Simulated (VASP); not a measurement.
# InP in VASP: notebook

The runs below take InP through electric field gradients, with PBEsol.

All numbers are computed with VASP 6.6.1; they aren't measurements. Logs are shortened: lines on timing, memory, paths and dates and some standing lists are left out, and cuts for length are marked.

## 1. The cell of the first run

Symmetry: Fm-3m, No. 225, cubic system. Conventional cell: a = 5.691 Å, b = 5.691 Å, c = 5.691 Å, α = 90.00°, β = 90.00°, γ = 90.00°. In (site symmetry m-3m) has 6 P at 2.85 Å within 3.7 Å. Within 3.7 Å of P (site symmetry m-3m) lie 6 In at 2.85 Å.

## 2. Electric field gradients, PBEsol (volume scaled by 0.99)

Input file INCAR:

```
PREC = Accurate
ENCUT = 520
EDIFF = 1E-8
ISMEAR = -1
SIGMA = 0.03
LREAL = F
LASPH = T
NELM = 60
ALGO = Normal
ISIF = 2
LWAVE = F
LCHARG = F
GGA = PS
LEFG = T
NBANDS = 16
```

Input file KPOINTS:

```
regular mesh
0
Gamma
  11 11 11
```

Input file POSCAR:

```
InP
1.0
    0.0000000000      2.8454514337      2.8454514337
    2.8454514337      0.0000000000      2.8454514337
    2.8454514337      2.8454514337      0.0000000000
In P
1 1
Direct
    0.0000000000      0.0000000000      0.0000000000
    0.5000000000      0.5000000000      0.5000000000
```

Potentials or basis: VASP PAW PBE potentials, release 64 (In_d, P).

On the command line:

```sh
$ cat potpaw_PBE.64/In_d/POTCAR potpaw_PBE.64/P/POTCAR > POTCAR
$ mpirun -np 1 vasp_std > vasp.out
```

OUTCAR:

```text
PREC = Accurate
   ENCUT = 520
   EDIFF = 1E-8
   ISMEAR = -1
   LREAL = F
   LASPH = T
   NELM = 60
   ISIF = 2
   GGA = PS

 ion  position               nearest neighbor table
   1  0.000  0.000  0.000-   2 2.85   2 2.85   2 2.85   2 2.85   2 2.85   2 2.85
   2  0.500  0.500  0.500-   1 2.85   1 2.85   1 2.85   1 2.85   1 2.85   1 2.85

  LATTYP: Found a face centered cubic cell.
 ALAT       =     5.6909028674

  Lattice vectors:

 A1 = (   0.0000000000,   2.8454514337,   2.8454514337)
 A2 = (   2.8454514337,   0.0000000000,   2.8454514337)
 A3 = (   2.8454514337,   2.8454514337,   0.0000000000)

Analysis of symmetry for initial positions (statically):
=====================================================================
 Subroutine PRICEL returns:
 Original cell was already a primitive cell.

 Routine SETGRP: Setting up the symmetry group for a
 face centered cubic supercell.

 Subroutine GETGRP returns: Found 48 space group operations
 (whereof 48 operations were pure point group operations)
 out of a pool of 48 trial point group operations.

The static configuration has the point symmetry O_h .

Analysis of symmetry for dynamics (positions and initial velocities):
=====================================================================
 Subroutine PRICEL returns:
 Original cell was already a primitive cell.

 Routine SETGRP: Setting up the symmetry group for a
 face centered cubic supercell.

 Subroutine GETGRP returns: Found 48 space group operations
 (whereof 48 operations were pure point group operations)
 out of a pool of 48 trial point group operations.

The dynamic configuration has the point symmetry O_h .

 Subroutine INISYM returns: Found 48 space group operations
 (whereof 48 operations are pure point group operations),
 and found     1 'primitive' translations

----------------------------------------------------------------------------------------

                                     Primitive cell

  volume of cell :      46.0769

  direct lattice vectors                    reciprocal lattice vectors
     0.000000000  2.845451434  2.845451434    -0.175719042  0.175719042  0.175719042
     2.845451434  0.000000000  2.845451434     0.175719042 -0.175719042  0.175719042
     2.845451434  2.845451434  0.000000000     0.175719042  0.175719042 -0.175719042

  length of vectors
     4.024076009  4.024076009  4.024076009     0.304354309  0.304354309  0.304354309

  position of ions in fractional coordinates (direct lattice)
     0.000000000  0.000000000  0.000000000
     0.500000000  0.500000000  0.500000000

  ion indices of the primitive-cell ions
   primitive index   ion index
                 1           1
                 2           2

----------------------------------------------------------------------------------------

 KPOINTS: regular mesh

Automatic generation of k-mesh.
 Grid dimensions read from file:
 generate k-points for:   11   11   11

 Generating k-lattice:

  Cartesian coordinates                     Fractional coordinates (reciprocal lattice)
    -0.015974458  0.015974458  0.015974458     0.090909091  0.000000000  0.000000000
     0.015974458 -0.015974458  0.015974458     0.000000000  0.090909091  0.000000000
     0.015974458  0.015974458 -0.015974458     0.000000000  0.000000000  0.090909091

  Length of vectors
     0.027668574  0.027668574  0.027668574

  Shift w.r.t. Gamma in fractional coordinates (k-lattice)
     0.000000000  0.000000000  0.000000000

 Subroutine IBZKPT returns following result:
 ===========================================

 Found     56 irreducible k-points:

 Following reciprocal coordinates:
            Coordinates               Weight
  0.000000  0.000000  0.000000      1.000000
  0.090909  0.000000  0.000000      8.000000
  0.181818  0.000000  0.000000      8.000000
  0.272727  0.000000  0.000000      8.000000
  0.363636  0.000000  0.000000      8.000000
  0.454545  0.000000  0.000000      8.000000
[... 16 lines left out ...]
 -0.272727  0.181818  0.000000     24.000000
 -0.181818  0.181818  0.000000     12.000000
 [... further k-points ...]
   k-points           NKPTS =     56   k-points in BZ     NKDIM =     56   number of bands    NBANDS=     16
   number of dos      NEDOS =    301   number of ions     NIONS =      2
   total plane-waves  NPLWV =  27000
   dimension x,y,z NGX =    30 NGY =   30 NGZ =   30
   dimension x,y,z NGXF=    60 NGYF=   60 NGZF=   60
   ions per type =               1   1
   NGX,Y,Z   is equivalent  to a cutoff of  12.39, 12.39, 12.39 a.u.
   NGXF,Y,Z  is equivalent  to a cutoff of  24.79, 24.79, 24.79 a.u.
 SYSTEM =  unknown system
   PREC   = accura    normal or accurate (medium, high low for compatibility)
   ISTART =      0    job   : 0-new  1-cont  2-samecut
   ICHARG =      2    charge: 1-file 2-atom 10-const
   ISPIN  =      1    spin polarized calculation?
   LNONCOLLINEAR =      F non collinear calculations
   LSORBIT =      F    spin-orbit coupling
   LASPH  =      T    aspherical Exc in radial PAW
   ENCUT  =  520.0 eV  38.22 Ry    6.18 a.u.   7.48  7.48  7.48*2*pi/ulx,y,z
   NELM   =     60;   NELMIN=  2; NELMDL= -5     # of ELM steps
   EDIFF  = 0.1E-07   stopping-criterion for ELM
   LREAL  =      F    real-space projection
   EDIFFG = 0.1E-06   stopping-criterion for IOM
   NSW    =      0    number of steps for IOM
   IBRION =     -1    ionic relax: 0-MD 1-quasi-New 2-CG
   NFREE  =      0    steps in history (QN), initial steepest desc. (CG)
   ISIF   =      2    stress and relaxation
   ISYM   =      2    0-nonsym 1-usesym 2-fastsym
   POTIM  = 0.5000    time-step for ionic-motion
   TEBEG  =    0.0;   TEEND  =   0.0 temperature during run
   PSTRESS=    0.0 pullay stress
   NELECT =      18.0000    total number of electrons
   NUPDOWN=      -1.0000    fix difference up-down
   EMIN   =  10.00;   EMAX   =-10.00  energy-range for DOS
   EFERMI =   0.00;   METHOD = LEGACY
   ISMEAR =    -1;   SIGMA  =   0.03  broadening in eV -4-tet -1-fermi 0-gaus
   EFERMI_NEDOS =   21; number of points for ismear=-14 and -15
   IALGO  =     38    algorithm
   IMIX   =      4    mixing-type and parameters
     AMIX     =   0.40;   BMIX     =  1.00
     AMIX_MAG =   1.60;   BMIX_MAG =  1.00
  volume/ion in A,a.u.               =      23.04       155.47
  Fermi-wavevector in a.u.,A,eV,Ry     =   1.196753  2.261535 19.486502  1.432218
  Thomas-Fermi vector in A             =   2.332685
   LORBIT       =      0    0 simple, 1 ext, 2 COOP (PROOUT), +10 PAW based schemes
   GGA     = PS    functional components
   LHFCALC =     F    Hartree Fock is set to
   AEXX    =    0.0000 exact exchange contribution
   IVDW    =     0    specifies the selected vdW correction
   LEPSILON=     F    determine dielectric tensor
   LRPA    =     F    only Hartree local field effects (RPA)
 non-spin polarized calculation
  energy-cutoff  :      520.00
  volume of cell :       46.08
 maximum number of plane-waves:      1259
 NGX is ok and might be reduce to    30
   NGX = 15   NGY = 15   NGZ = 15

 number of electron      17.9999991 magnetization

 Free energy of the ion-electron system (eV)
  ---------------------------------------------------
  ext. energy  EPLUGINS =         0.00000000
  ---------------------------------------------------
  free energy    TOTEN  =        -8.65318901 eV

  energy without entropy =       -8.65053532  energy(sigma->0) =       -8.65186217

 E-fermi :   5.9359     XC(G=0): -10.1823

 val. band max:        5.9324386599   @ k =   0.4545   0.2727   0.0000
 cond. band min:       5.9674621266   @ k =  -0.0909   0.0909   0.0000
 fundamental gap:      0.0350234667
 Fermi energy:         5.9359243905

 k-point     1 :       0.0000    0.0000    0.0000
  band No.  band energies     occupation
      1      -8.0787      2.00000
      2      -8.0787      2.00000
      3      -8.0620      2.00000
      4      -8.0620      2.00000
      5      -8.0620      2.00000
      6      -5.4868      2.00000
[... 8 lines left out ...]
     15      13.8760      0.00000
     16      13.8760      0.00000

 k-point     2 :       0.0909    0.0000    0.0000
  band No.  band energies     occupation
      1      -8.0815      2.00000
      2      -8.0815      2.00000
      3      -8.0620      2.00000
      4      -8.0579      2.00000
      5      -8.0579      2.00000
      6      -5.3930      2.00000
[... 8 lines left out ...]
     15      13.5069      0.00000
     16      13.9395      0.00000
[... 387 lines left out ...]
      5      -8.0189      2.00000
      6      -4.0142      2.00000
[... 8 lines left out ...]
     15      15.7781      0.00000
     16      17.8900      0.00000

 k-point    24 :      -0.1818    0.1818    0.0000
  band No.  band energies     occupation
      1      -8.1114      2.00000
      2      -8.1067      2.00000
      3      -8.0591      2.00000
      4      -8.0341      2.00000
      5      -8.0231      2.00000
      6      -4.5175      2.00000
[... 8 lines left out ...]
     15      15.6099      0.00000
     16      16.7248      0.00000

 [... further k-points ...]
[... 5 lines left out ...]
  --------------------------------------------------------------------------------------
  -------------------------------------------------------------------------------------
  Total       -2.2421185     -2.2421185     -2.2421185      0.0000000      0.0000000      0.0000000
  in kB      -77.9624733    -77.9624733    -77.9624733      0.0000000      0.0000000      0.0000000
  external PRESSURE =     -77.9624733 kB  Pullay stress =       0.0000000 kB

 VOLUME and BASIS-vectors are now :
 -----------------------------------------------------------------------------
  energy-cutoff  :      520.00
  volume of cell :       46.08
      direct lattice vectors                 reciprocal lattice vectors
     0.000000000  2.845451434  2.845451434    -0.175719042  0.175719042  0.175719042
     2.845451434  0.000000000  2.845451434     0.175719042 -0.175719042  0.175719042
     2.845451434  2.845451434  0.000000000     0.175719042  0.175719042 -0.175719042

 POSITION                                       TOTAL-FORCE (eV/Angst)
 -----------------------------------------------------------------------------------
      0.00000      0.00000      0.00000         0.000000      0.000000     -0.000000
      2.84545      2.84545      2.84545        -0.000000     -0.000000      0.000000
 -----------------------------------------------------------------------------------
    total drift:                               -0.000000      0.000000      0.000000

  FREE ENERGIE OF THE ION-ELECTRON SYSTEM (eV)
  ---------------------------------------------------
  free  energy   TOTEN  =        -8.6531890124 eV

  energy  without entropy=       -8.6505353210  energy(sigma->0) =       -8.65186217

 Electric field gradients (V/A^2)
---------------------------------------------------------------------
 ion       V_xx      V_yy      V_zz      V_xy      V_xz      V_yz
---------------------------------------------------------------------
   1      -0.000    -0.000    -0.000    -0.001    -0.001    -0.001
   2      -0.000    -0.000    -0.000    -0.000    -0.000    -0.000
---------------------------------------------------------------------

 Electric field gradients after diagonalization (V/A^2)
 (convention: |V_zz| > |V_xx| > |V_yy|)
----------------------------------------------------------------------
 ion       V_xx      V_yy      V_zz     asymmetry (V_yy - V_xx)/ V_zz
----------------------------------------------------------------------
   1       0.001     0.001    -0.001       0.000
   2       0.000     0.000    -0.000       0.000
----------------------------------------------------------------------

           NMR quadrupolar parameters

 Cq : quadrupolar parameter    Cq=e*Q*V_zz/h
 eta: asymmetry parameters     (V_yy - V_xx)/ V_zz
 Q  : nuclear electric quadrupole moment in mb (millibarn)
----------------------------------------------------------------------
 ion       Cq(MHz)       eta       Q (mb)
----------------------------------------------------------------------
   1      -0.000       0.000       1.000
   2      -0.000       0.000       1.000
----------------------------------------------------------------------
```

It took 20 s on 1 thread of Intel Xeon 6975P-C (Granite Rapids), shared host; peak memory 0.19 GiB.

Results:

* Free energy: -8.6532 eV
* Pressure: -7.8 GPa
* Band gap on the k mesh: zero (band 9 reaches 6.27 eV, above the bottom of band 10 at 3.90 eV)

Caveat: without QUAD_EFG the Cq values of the log hold for a quadrupole moment of 1 mb, not for the nuclei; the PAW data sets were made with another functional, which shifts forces and pressure a little; spin-orbit coupling is left out, which moves the levels of the heavy elements.

[end of part 1 of 3]
